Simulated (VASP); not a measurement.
Input of a VASP 6.6.1 run:

Contents of INCAR:

```
SYSTEM = Ru
  PREC = Accurate
  ENCUT = 520
  EDIFF = 1E-6
  ISMEAR = 0
  SIGMA = 0.15
  LREAL = .False.
  LASPH = .True.
  NELM = 100
  ALGO = Fast
  ISIF = 2
  LWAVE = .False.
  LCHARG = .False.
  GGA = PE
  NBANDS = 21
```

Contents of KPOINTS:

```
Automatic mesh
0
Gamma
  18 18 10
  0 0 0
```

POSCAR

```
Ru
1.0
    2.7197977385      0.0000000000      0.0000000000
   -1.3598988693      2.3554139347      0.0000000000
    0.0000000000      0.0000000000      4.2966597850
Ru
2
Direct
    0.3333333333      0.6666666667      0.2500000000
    0.6666666667      0.3333333333      0.7500000000
```

Potentials or basis: VASP PAW PBE potentials, release 64 (Ru_pv).

Launch:

```console
$ cat potpaw_PBE.64/Ru_pv/POTCAR > POTCAR
$ mpirun -np 1 vasp_std > vasp.out
```

**Question.** Predict the pressure.

**Answer.** 0.0 GPa.

**Question.** Estimate the band gap on the k mesh.

**Answer.** Zero (bands 14 and 15 overlap by 3.07 eV).
